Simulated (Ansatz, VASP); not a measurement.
## BeTe: VASP beside Ansatz

```
Be Te
1.0
     0.00000    2.77088    2.77088
     2.77088    0.00000    2.77088
     2.77088    2.77088    0.00000
Be Te
1 1
Cartesian
  0.0000 0.0000 0.0000
  1.3854 1.3854 1.3854
```

Alike in both runs: task single point; functional r2SCAN; k mesh 6 × 6 × 6; no spin polarisation.

```csv
,VASP,Ansatz
version,VASP 6.6.1,Ansatz 0.2.0
potentials or method,"VASP PAW PBE potentials, release 64 (Be, Te)","plane waves, PAW"
plane-wave cutoff (eV),520,500
occupations,"gaussian, width 0.01 eV",fixed
valence electrons in the cell,8,18
```

|  | VASP | Ansatz | Ansatz less VASP |
| --- | --- | --- | --- |
| gap on the k mesh at the Fermi level (eV) | 2.21 | 2.22 | +0.010 |
| pressure (GPa) | 4.4 | 4.2 | -0.24 |

VASP's potentials were made for PBE, not for r2SCAN. VASP's potentials hold 8 valence electrons a cell and Ansatz's 18, so a difference there can come from the potentials and not from the codes.

Neither program's run includes spin-orbit coupling.
